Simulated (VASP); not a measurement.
Al2O3: single point with r2SCAN

The system is Al2O3.

```
Al O
1.0
     4.76782    0.00000    0.00000
     0.00000    9.32054    0.00000
     0.00000    0.00000    2.99543
Al O
4 6
Cartesian
  1.9784 3.0832 1.4977
  2.7894 6.2373 1.4977
  4.3624 1.5770 0.0000
  0.4055 7.7435 0.0000
  3.4931 2.0748 1.4977
  0.0000 0.0000 0.0000
  3.6586 6.7350 0.0000
  1.1092 2.5855 0.0000
  1.2747 7.2458 1.4977
  2.3839 4.6603 1.4977
```

This cell differs from its parent crystal: strain +0.0300 x Voigt [1, -1, 0, 0, 0, 0].

```yaml
Program: VASP 6.6.1
Task: single point
Functional: r2SCAN
Potentials_or_basis: VASP PAW PBE potentials, release 64 (Al, O)
Cutoff: 520 eV
k_mesh: 6 × 4 × 8
Occupations: gaussian, width 0.05 eV
Spin: no spin polarisation
```

| Quantity | Value |
| --- | --- |
| Pressure | 2.4 GPa |
| Largest force | 1.719 eV/Å |
| Band gap on the k mesh | 4.41 eV |

Forces in eV/Å, atoms in the order of the input:
```
Al  -0.289 -1.695  0.000
Al   0.289  1.695  0.000
Al  -0.289  1.695  0.000
Al   0.289 -1.695  0.000
O   -0.070  0.063  0.000
O    0.000  0.000  0.000
O    0.070  0.063  0.000
O   -0.070 -0.063  0.000
O    0.070 -0.063  0.000
O    0.000  0.000  0.000
```

Stress tensor (GPa, compression positive):
```
-3.14  0.00  0.00
 0.00 12.58  0.00
 0.00  0.00 -2.25
```

Levels at points of the mesh, in eV from the valence-band top:
| k point | band 22 | band 23 | band 24 | band 25 | band 26 | band 27 |
| --- | --- | --- | --- | --- | --- | --- |
| (0.00, 0.00, 0.00) | -0.36 | -0.08 | 0.00 | 4.41 | 6.25 | 7.29 |
| (0.50, 0.00, 0.00) | -0.90 | -0.03 | -0.03 | 6.88 | 6.88 | 7.80 |
| (0.00, 0.50, 0.00) | -0.74 | -0.04 | -0.04 | 5.12 | 5.12 | 7.83 |
| (0.50, 0.50, 0.00) | -0.79 | -0.03 | -0.03 | 7.04 | 7.04 | 7.26 |
| (0.00, 0.00, 0.50) | -1.35 | -0.66 | -0.66 | 8.11 | 8.11 | 8.60 |
| (0.50, 0.00, 0.50) | -1.52 | -0.62 | -0.62 | 8.11 | 8.11 | 9.24 |
| (0.00, 0.50, 0.50) | -1.57 | -0.52 | -0.52 | 7.94 | 7.94 | 8.95 |
| (0.50, 0.50, 0.50) | -1.43 | -0.73 | -0.73 | 8.25 | 8.25 | 9.09 |

It took 27 min on 1 thread of Oxide Virtual Turin-like Processor, with other jobs on the host, peak memory 0.34 GiB.

Caveat: the cell differs from its parent crystal (strain +0.0300 x Voigt [1, -1, 0, 0, 0, 0]); the PAW data sets were made with another functional, which shifts forces and pressure a little. A k mesh can miss the band edges.
